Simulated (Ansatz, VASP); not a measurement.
**Two plane-wave programs on LuTlAu4**

INCAR

```
PREC = Accurate ; ENCUT = 520
EDIFF = 1E-6 ; ISMEAR = 0
SIGMA = 0.1 ; LREAL = F
LASPH = T ; NELM = 60
ALGO = Normal ; ISIF = 2
LWAVE = F ; LCHARG = T
GGA = PE ; LELF = T
LVHAR = T ; NBANDS = 50
```

KPOINTS

```
regular mesh
0
Gamma
  4 4 4
```

File POSCAR:

```
LuTlAu4
1.0
    0.0000000000      4.0683634900      4.0683634900
    4.0683634900      0.0000000000      4.0683634900
    4.0683634900      4.0683634900      0.0000000000
Lu Tl Au
1 1 4
Direct
    0.2500000000      0.2500000000      0.2500000000
    0.7500000000      0.7500000000      0.7500000000
    0.0853612100      0.0853612100      0.0853612100
    0.0853612100      0.0853612100      0.7439163800
    0.0853612100      0.7439163800      0.0853612100
    0.7439163800      0.0853612100      0.0853612100
```

Input for Ansatz:

```yaml
crystal:
  lattice:
    - [0.0, 4.06836349, 4.06836349]
    - [4.06836349, 0.0, 4.06836349]
    - [4.06836349, 4.06836349, 0.0]
  atoms:
    - { symbol: Lu, position: [0.25, 0.25, 0.25] }
    - { symbol: Tl, position: [0.75, 0.75, 0.75] }
    - { symbol: Au, position: [0.08536121, 0.08536121, 0.08536121] }
    - { symbol: Au, position: [0.08536121, 0.08536121, 0.74391638] }
    - { symbol: Au, position: [0.08536121, 0.74391638, 0.08536121] }
    - { symbol: Au, position: [0.74391638, 0.08536121, 0.08536121] }
basis:
  ecutwfc: 420
kpoints:
  mp_grid: { grid: [4, 4, 4] }
hamiltonian:
  xc: pbe
scf:
  occupations: { method: gaussian, width: 0.1 }
  lower_state_search: "off"
output:
  forces: true
  stress: true
  eigenvalues: true
```

Alike in both runs: task single point; functional PBE; k mesh 4 × 4 × 4; occupations gaussian, width 0.1 eV; no spin polarisation.

|  | VASP | Ansatz |
| --- | --- | --- |
| version | VASP 6.6.1 | Ansatz 0.2.0 |
| potentials or method | VASP PAW PBE potentials, release 64 (Lu, Tl_d, Au), cutoff 520 eV | scalar-relativistic, plane waves, PAW |
| valence electrons in the cell | 82 | 114 |

Ansatz gave:

* gap on the k mesh at the Fermi level (eV): 0.34
* least direct gap on the mesh (eV): 1.07
* rms of the force components (eV/Å): 29.262

**Question.** Estimate VASP's values.

**Answer.** gap on the k mesh at the Fermi level (eV): 0.37; least direct gap on the mesh (eV): 1.08; rms of the force components (eV/Å): 26.789.

Atom by atom the forces differ by 2.473 eV/Å (rms over components). VASP's potentials hold 82 valence electrons a cell and Ansatz's 114, so a difference there can come from the potentials and not from the codes.

Neither program's run includes spin-orbit coupling.
